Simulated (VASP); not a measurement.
# WS2 in VASP: further runs

Runs on WS2. Level: PBE+D3(BJ). Tasks: single point.

All numbers are computed with VASP 6.6.1; they aren't measurements. Logs are shortened: lines on timing, memory, paths and dates and some standing lists are left out, and cuts for length are marked.

## (1) The cell of the first run

The cell holds a slab with vacuum, 6 atoms: a = 3.160 Å, b = 3.160 Å, c = 23.804 Å, α = 90.00°, β = 90.00°, γ = 120.00°.

## (2) Single point, PBE+D3(BJ)

Contents of INCAR:

```
PREC = Accurate
ENCUT = 520
EDIFF = 1E-6
ISMEAR = 0
SIGMA = 0.05
LREAL = False
LASPH = True
NELM = 100
ALGO = Normal
ISIF = 2
LWAVE = False
LCHARG = False
LDIPOL = True
IDIPOL = 3
DIPOL = 0.5 0.5 0.390
GGA = PE
IVDW = 12
NBANDS = 35
```

Contents of KPOINTS:

```
Automatic mesh
0
Gamma
  9 9 1
```

Contents of POSCAR:

```
WS2
1.0
    3.1595456682      0.0000000000      0.0000000000
   -1.5797728341      2.7362468131      0.0000000000
    0.0000000000      0.0000000000     23.8042574330
S W
4 2
Direct
    0.3333333333      0.6666666667      0.1890418137
    0.3333333333      0.6666666667      0.3214605092
    0.3333333333      1.0000000000      0.4575706151
    0.3333333333      1.0000000000      0.5899893106
    0.6666666667      0.3333333333      0.2552511584
    0.6666666667      0.6666666667      0.5237799598
```

Potentials or basis: VASP PAW PBE potentials, release 64 (S, W_sv).

On the command line:

```
cat potpaw_PBE.64/S/POTCAR potpaw_PBE.64/W_sv/POTCAR > POTCAR
mpirun -np 1 vasp_std > vasp.out
```

OUTCAR:

```text
PREC = Accurate
   ENCUT = 520
   EDIFF = 1E-6
   ISMEAR = 0
   LREAL = False
   LASPH = True
   NELM = 100
   ISIF = 2
   GGA = PE
   IVDW = 12
 IVDW          = 12

 ion  position               nearest neighbor table
   1  0.333  0.667  0.189-   5 2.41   5 2.41   5 2.41
   2  0.333  0.667  0.321-   5 2.41   5 2.41   5 2.41
   3  0.333  0.000  0.458-   6 2.41   6 2.41   6 2.41
   4  0.333  0.000  0.590-   6 2.41   6 2.41   6 2.41
   5  0.667  0.333  0.255-   1 2.41   1 2.41   1 2.41   2 2.41   2 2.41   2 2.41
   6  0.667  0.667  0.524-   3 2.41   3 2.41   3 2.41   4 2.41   4 2.41   4 2.41

  LATTYP: Found a hexagonal cell.
 ALAT       =     3.1595456682
 C/A-ratio  =     7.5340760770

  Lattice vectors:

 A1 = (   3.1595456682,   0.0000000000,   0.0000000000)
 A2 = (  -1.5797728341,   2.7362468131,   0.0000000000)
 A3 = (   0.0000000000,   0.0000000000,  23.8042574330)

Analysis of symmetry for initial positions (statically):
=====================================================================
 Subroutine PRICEL returns:
 Original cell was already a primitive cell.

 Routine SETGRP: Setting up the symmetry group for a
 hexagonal supercell.

 Subroutine GETGRP returns: Found  2 space group operations
 (whereof  1 operations were pure point group operations)
 out of a pool of 24 trial point group operations.

The static configuration has the point symmetry C_1 .
 The point group associated with its full space group is C_2 .

Analysis of symmetry for dynamics (positions and initial velocities):
=====================================================================
 Subroutine PRICEL returns:
 Original cell was already a primitive cell.

 Routine SETGRP: Setting up the symmetry group for a
 hexagonal supercell.

 Subroutine GETGRP returns: Found  2 space group operations
 (whereof  1 operations were pure point group operations)
 out of a pool of 24 trial point group operations.

The dynamic configuration has the point symmetry C_1 .
 The point group associated with its full space group is C_2 .

 Subroutine INISYM returns: Found  2 space group operations
 (whereof  1 operations are pure point group operations),
 and found     1 'primitive' translations

----------------------------------------------------------------------------------------

                                     Primitive cell

  volume of cell :     205.7949

  direct lattice vectors                    reciprocal lattice vectors
     3.159545668  0.000000000  0.000000000     0.316501201  0.182732054  0.000000000
    -1.579772834  2.736246813  0.000000000     0.000000000  0.365464108  0.000000000
     0.000000000  0.000000000 23.804257433     0.000000000  0.000000000  0.042009292

  length of vectors
     3.159545668  3.159545668 23.804257433     0.365464108  0.365464108  0.042009292

  position of ions in fractional coordinates (direct lattice)
     0.333333333  0.666666667  0.189041814
     0.333333333  0.666666667  0.321460509
     0.333333333  0.000000000  0.457570615
     0.333333333  0.000000000  0.589989311
     0.666666667  0.333333333  0.255251158
     0.666666667  0.666666667  0.523779960

  ion indices of the primitive-cell ions
   primitive index   ion index
                 1           1
                 2           2
                 3           3
                 4           4
                 5           5
                 6           6

----------------------------------------------------------------------------------------

 KPOINTS: Automatic mesh

Automatic generation of k-mesh.
 Grid dimensions read from file:
 generate k-points for:    9    9    1

 Generating k-lattice:

  Cartesian coordinates                     Fractional coordinates (reciprocal lattice)
     0.035166800  0.020303562  0.000000000     0.111111111 -0.000000000  0.000000000
     0.000000000  0.040607123  0.000000000     0.000000000  0.111111111  0.000000000
     0.000000000  0.000000000  0.042009292     0.000000000  0.000000000  1.000000000

  Length of vectors
     0.040607123  0.040607123  0.042009292

  Shift w.r.t. Gamma in fractional coordinates (k-lattice)
     0.000000000  0.000000000  0.000000000

 Subroutine IBZKPT returns following result:
 ===========================================

 Found     25 irreducible k-points:

 Following reciprocal coordinates:
            Coordinates               Weight
  0.000000  0.000000  0.000000      1.000000
  0.111111  0.000000  0.000000      2.000000
  0.000000  0.111111  0.000000      4.000000
  0.222222 -0.000000  0.000000      2.000000
  0.000000  0.222222  0.000000      4.000000
  0.333333  0.000000  0.000000      2.000000
[... 16 lines left out ...]
 -0.222222 -0.444444  0.000000      4.000000
  0.444444  0.333333  0.000000      4.000000
   k-points           NKPTS =     25   k-points in BZ     NKDIM =     25   number of bands    NBANDS=     35
   number of dos      NEDOS =    301   number of ions     NIONS =      6
   total plane-waves  NPLWV = 103680
   dimension x,y,z NGX =    24 NGY =   24 NGZ =  180
   dimension x,y,z NGXF=    48 NGYF=   48 NGZF=  360
   ions per type =               4   2
   NGX,Y,Z   is equivalent  to a cutoff of  12.63, 12.63, 12.57 a.u.
   NGXF,Y,Z  is equivalent  to a cutoff of  25.26, 25.26, 25.14 a.u.
 SYSTEM =  unknown system
   PREC   = accura    normal or accurate (medium, high low for compatibility)
   ISTART =      0    job   : 0-new  1-cont  2-samecut
   ICHARG =      2    charge: 1-file 2-atom 10-const
   ISPIN  =      1    spin polarized calculation?
   LNONCOLLINEAR =      F non collinear calculations
   LSORBIT =      F    spin-orbit coupling
   LASPH  =      T    aspherical Exc in radial PAW
   ENCUT  =  520.0 eV  38.22 Ry    6.18 a.u.   5.87  5.87 44.26*2*pi/ulx,y,z
   NELM   =    100;   NELMIN=  2; NELMDL= -5     # of ELM steps
   EDIFF  = 0.1E-05   stopping-criterion for ELM
   LREAL  =      F    real-space projection
   EDIFFG = 0.1E-04   stopping-criterion for IOM
   NSW    =      0    number of steps for IOM
   IBRION =     -1    ionic relax: 0-MD 1-quasi-New 2-CG
   NFREE  =      0    steps in history (QN), initial steepest desc. (CG)
   ISIF   =      2    stress and relaxation
   ISYM   =      2    0-nonsym 1-usesym 2-fastsym
   POTIM  = 0.5000    time-step for ionic-motion
   TEBEG  =    0.0;   TEEND  =   0.0 temperature during run
   PSTRESS=    0.0 pullay stress
   NELECT =      52.0000    total number of electrons
   NUPDOWN=      -1.0000    fix difference up-down
   EMIN   =  10.00;   EMAX   =-10.00  energy-range for DOS
   EFERMI =   0.00;   METHOD = LEGACY
   ISMEAR =     0;   SIGMA  =   0.05  broadening in eV -4-tet -1-fermi 0-gaus
   EFERMI_NEDOS =   21; number of points for ismear=-14 and -15
   IALGO  =     38    algorithm
   IMIX   =      4    mixing-type and parameters
     AMIX     =   0.40;   BMIX     =  1.00
     AMIX_MAG =   1.60;   BMIX_MAG =  1.00
  volume/ion in A,a.u.               =      34.30       231.46
  Fermi-wavevector in a.u.,A,eV,Ry     =   1.034978  1.955825 14.574280  1.071179
  Thomas-Fermi vector in A             =   2.169299
   LORBIT       =      0    0 simple, 1 ext, 2 COOP (PROOUT), +10 PAW based schemes
   GGA     = PE    functional components
   LHFCALC =     F    Hartree Fock is set to
   AEXX    =    0.0000 exact exchange contribution
   IVDW    =    12    specifies the selected vdW correction
   LEPSILON=     F    determine dielectric tensor
   LRPA    =     F    only Hartree local field effects (RPA)
 non-spin polarized calculation
 Gauss-broadening in eV      SIGMA  =   0.05
  energy-cutoff  :      520.00
  volume of cell :      205.79
 maximum number of plane-waves:      5566
   NGX = 11   NGY = 11   NGZ = 89

 dipolmoment           0.000000      0.000000      0.000027 electrons x Angstroem

 number of electron      51.9999994 magnetization

 dipolmoment           0.000000      0.000000     -0.000004 electrons x Angstroem

 Free energy of the ion-electron system (eV)
  ---------------------------------------------------
  ext. energy  EPLUGINS =         0.00000000
  ---------------------------------------------------
  free energy    TOTEN  =       -47.28071345 eV

  energy without entropy =      -47.28071345  energy(sigma->0) =      -47.28071345

 E-fermi :   1.3167     XC(G=0):  -6.1343

 val. band max:        1.0866065158   @ k =   0.0000   0.0000   0.0000
 cond. band min:       2.7192149516   @ k =  -0.3333   0.2222   0.0000
 fundamental gap:      1.6326084358
 Fermi energy:         1.3167400622

 k-point     1 :       0.0000    0.0000    0.0000
  band No.  band energies     occupation
      1     -73.1917      2.00000
      2     -73.1916      2.00000
      3     -37.4447      2.00000
      4     -37.4447      2.00000
      5     -37.2691      2.00000
      6     -37.2691      2.00000
[... 27 lines left out ...]
     34       3.8992      0.00000
     35       5.8700      0.00000

 k-point     2 :       0.1111    0.0000    0.0000
  band No.  band energies     occupation
      1     -73.1895      2.00000
      2     -73.1895      2.00000
      3     -37.4370      2.00000
      4     -37.4370      2.00000
      5     -37.3115      2.00000
      6     -37.3115      2.00000
[... 27 lines left out ...]
     34       4.1263      0.00000
     35       6.2295      0.00000

 k-point     3 :       0.0000    0.1111    0.0000
  band No.  band energies     occupation
      1     -73.1895      2.00000
      2     -73.1895      2.00000
      3     -37.4370      2.00000
      4     -37.4370      2.00000
      5     -37.3118      2.00000
      6     -37.3114      2.00000
[... 27 lines left out ...]
     34       4.1190      0.00000
     35       6.2302      0.00000
[... 723 lines left out ...]
 k-point    23 :      -0.2222   -0.4444    0.0000
  band No.  band energies     occupation
      1     -73.1719      2.00000
      2     -73.1719      2.00000
      3     -37.5721      2.00000
      4     -37.5718      2.00000
      5     -37.4373      2.00000
      6     -37.4369      2.00000
[... 27 lines left out ...]
     34       6.1089      0.00000
     35       6.9676      0.00000

 k-point    24 :       0.4444    0.3333    0.0000
  band No.  band energies     occupation
      1     -73.1719      2.00000
      2     -73.1719      2.00000
      3     -37.5722      2.00000
      4     -37.5716      2.00000
      5     -37.4374      2.00000
      6     -37.4369      2.00000
[... 27 lines left out ...]
     34       6.1125      0.00000
     35       6.9564      0.00000

 [... further k-points ...]

------------------------ aborting loop because EDIFF is reached ----------------------------------------

 vacuum level on the upper side and lower side of the slab       (xc-potential included)        -0.165        -0.165

 Edisp (eV)   -2.15152

 E8    (eV) :    -0.9340

  FORCE on cell =-STRESS in cart. coord.  units (eV):
  Direction    XX          YY          ZZ          XY          YZ          ZX
  --------------------------------------------------------------------------------------
  -------------------------------------------------------------------------------------
  Total      -0.24642    -0.18451    -0.27292    -0.05362     0.22755    -0.13138
  in kB      -1.91849    -1.43649    -2.12480    -0.41742     1.77156    -1.02281
  external pressure =       -1.83 kB  Pullay stress =        0.00 kB

 VOLUME and BASIS-vectors are now :
 -----------------------------------------------------------------------------
  energy-cutoff  :      520.00
  volume of cell :      205.79
      direct lattice vectors                 reciprocal lattice vectors
     3.159545668  0.000000000  0.000000000     0.316501201  0.182732054  0.000000000
    -1.579772834  2.736246813  0.000000000     0.000000000  0.365464108  0.000000000
     0.000000000  0.000000000 23.804257433     0.000000000  0.000000000  0.042009292

 POSITION                                       TOTAL-FORCE (eV/Angst)
 -----------------------------------------------------------------------------------
     -0.00000      1.82416      4.50000         0.001458      0.001405      0.004323
     -0.00000      1.82416      7.65213         0.028477     -0.052507     -0.034275
      1.05318      0.00000     10.89213        -0.031234      0.050915      0.034275
      1.05318      0.00000     14.04426         0.001946      0.000560     -0.004323
      1.57977      0.91208      6.07606         0.005409     -0.010115      0.041360
      1.05318      1.82416     12.46819        -0.006056      0.009742     -0.041360
 -----------------------------------------------------------------------------------
    total drift:                               -0.000082     -0.000048     -0.000413

  FREE ENERGIE OF THE ION-ELECTRON SYSTEM (eV)
  ---------------------------------------------------
  free  energy   TOTEN  =       -49.4322366749 eV

  energy  without entropy=      -49.4322366749  energy(sigma->0) =      -49.43223667

 vacuum level on the upper side and lower side of the slab         6.363         6.363
```

It took 2.8 min on 1 thread of AMD EPYC 9R14 (Zen 4), shared host; peak memory 0.36 GiB.

Results:

```
Free energy                : -49.4322 eV
Largest force              : 0.069 eV/Å
Band gap on the k mesh     : 1.63 eV, indirect (least direct gap 1.90 eV)
Dispersion energy per atom : -0.359 eV
```

Forces on the atoms (eV/Å):
```
S    0.001  0.001  0.004
S    0.028 -0.053 -0.034
S   -0.031  0.051  0.034
S    0.002  0.001 -0.004
W    0.005 -0.010  0.041
W   -0.006  0.010 -0.041
```

Levels at points of the mesh, in eV from the valence-band top:
```tsv
k point	band 24	band 25	band 26	band 27	band 28	band 29
(0.00, 0.00, 0.00)	-1.84	-0.61	0.00	2.64	2.64	2.67
```

Caveat: spin-orbit coupling is left out, which moves the levels of the heavy elements.

## (3) Single point, PBE+D3(BJ)

Contents of INCAR:

```
ALGO = Normal
DIPOL = 0.5 0.5 0.390
EDIFF = 1E-6
ENCUT = 520
GGA = PE
IDIPOL = 3
ISIF = 2
ISMEAR = 0
IVDW = 12
LASPH = True
LCHARG = False
LDIPOL = True
LREAL = False
LWAVE = False
NBANDS = 35
NELM = 80
PREC = Accurate
SIGMA = 0.05
```

Contents of KPOINTS:

```
k-points
0
Gamma
  9 9 1
```

Contents of POSCAR:

```
WS2
1.0
    3.1595456682      0.0000000000      0.0000000000
   -1.5797728341      2.7362468131      0.0000000000
    0.0000000000      0.0000000000     23.8042574330
S W
4 2
Direct
    0.3333333333      0.6666666667      0.1890418137
    0.3333333333      0.6666666667      0.3214605092
    0.3333333333      0.8333333333      0.4575706151
    0.3333333333      0.8333333333      0.5899893106
    0.6666666667      0.3333333333      0.2552511584
    0.6666666667      0.5000000000      0.5237799598
```

Potentials or basis: VASP PAW PBE potentials, release 64 (S, W_sv).

On the command line:

```
cat potpaw_PBE.64/S/POTCAR potpaw_PBE.64/W_sv/POTCAR > POTCAR
mpirun -np 1 vasp_std > vasp.out
```

It took 2.8 min on 1 thread of AMD EPYC 9R14 (Zen 4), shared host; peak memory 0.36 GiB.

The run converged. Its results:

```yaml
Free_energy: -49.3897 eV
Largest_force: 0.162 eV/Å
Band_gap_on_the_k_mesh: 1.58 eV, indirect (least direct gap 1.89 eV)
Dispersion_energy_per_atom: -0.358 eV
```

Forces on the atoms (eV/Å):
```
S    0.000  0.001  0.001
S    0.032 -0.056 -0.148
S   -0.033  0.056  0.148
S    0.001  0.000 -0.001
W    0.006 -0.010  0.023
W   -0.006  0.010 -0.023
```

Levels at points of the mesh, in eV from the valence-band top:
| k point | band 24 | band 25 | band 26 | band 27 | band 28 | band 29 |
| --- | --- | --- | --- | --- | --- | --- |
| (0.00, 0.00, 0.00) | -1.87 | -0.66 | 0.00 | 2.58 | 2.60 | 2.63 |

Caveat: spin-orbit coupling is left out, which moves the levels of the heavy elements.
